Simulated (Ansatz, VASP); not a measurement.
C in VASP and in Ansatz

File INCAR:

```
SYSTEM = C
PREC     = Accurate       ! precision mode
ENCUT    = 520            ! plane-wave cutoff, eV
EDIFF    = 1E-7           ! SCF threshold, eV
ISMEAR   = 0              ! smearing method
SIGMA    = 0.15           ! smearing width, eV
LREAL    = .False.        ! projectors in reciprocal space
LASPH    = .True.         ! aspherical terms in the spheres
NELM     = 80             ! most SCF steps
ALGO     = Normal         ! electronic algorithm
ISIF     = 2              ! what is computed and relaxed
LWAVE    = .False.        ! write WAVECAR
LCHARG   = .False.        ! write CHGCAR
GGA      = PE             ! functional
IVDW     = 12             ! dispersion correction
NBANDS   = 16             ! bands
```

KPOINTS

```
Automatic mesh
0
Gamma
  18 12 10
  0 0 0
```

POSCAR

```
C
1.0
   -2.4646600698      0.0000000000      0.0000000000
    0.0000000000      0.0000000000     -3.5719696368
    0.0000000000     -4.2689164642      0.0000000000
C
4
Direct
    0.5000000000      0.0000000000      0.1666666667
    0.0000000000      0.0000000000      0.6554225957
    0.0000000000      0.0000000000      0.3333333333
    0.5000000000      0.0000000000      0.8445774043
```

Input for Ansatz:

```yaml
crystal:
  lattice:
    - [-2.4646600698, 0.0, 0.0]
    - [0.0, 0.0, -3.5719696368]
    - [0.0, -4.2689164642, 0.0]
  atoms:
    - { symbol: C, position: [0.5, 0.0, 0.1666666667] }
    - { symbol: C, position: [0.0, 0.0, 0.6554225957] }
    - { symbol: C, position: [0.0, 0.0, 0.3333333333] }
    - { symbol: C, position: [0.5, 0.0, 0.8445774043] }
basis:
  ecutwfc: 520.0
kpoints:
  mp_grid: { grid: [18, 12, 10] }
hamiltonian:
  xc: pbe
  pseudopotentials: { kind: paw, azcp: { folder: soft_1 } }
  dispersion: d3bj
scf:
  occupations: { method: gaussian, width: 0.15 }
output:
  forces: true
  stress: true
  eigenvalues: true
```

Change from the starting cell: mode 8 frozen in at -0.024 Å and mode 12 at +0.024 Å (largest displacements).

Alike in both runs: task single point; functional PBE; dispersion D3(BJ); k mesh 18 × 12 × 10; occupations gaussian, width 0.15 eV; no spin polarisation.

|  | VASP | Ansatz |
| --- | --- | --- |
| version | VASP 6.6.1 | Ansatz 0.2.0 |
| potentials or method | VASP PAW PBE potentials, release 64 (C), cutoff 520 eV | scalar-relativistic, plane waves, PAW |
| valence electrons in the cell | 16 | 16 |

|  | VASP | Ansatz | Ansatz less VASP |
| --- | --- | --- | --- |
| gap on the k mesh at the Fermi level (eV) | none | none | - |
| pressure (GPa) | 1.9 | 1.5 | -0.40 |
| traceless stress, the component that is largest in VASP (GPa) | 5.40 | 5.09 | -0.311 |
| rms of the force components (eV/Å) | 1.880 | 1.878 | -0.0024 |

Atom by atom the forces differ by 0.003 eV/Å (rms over components). A gap of «none» marks a metal or a gap that the smearing closes.
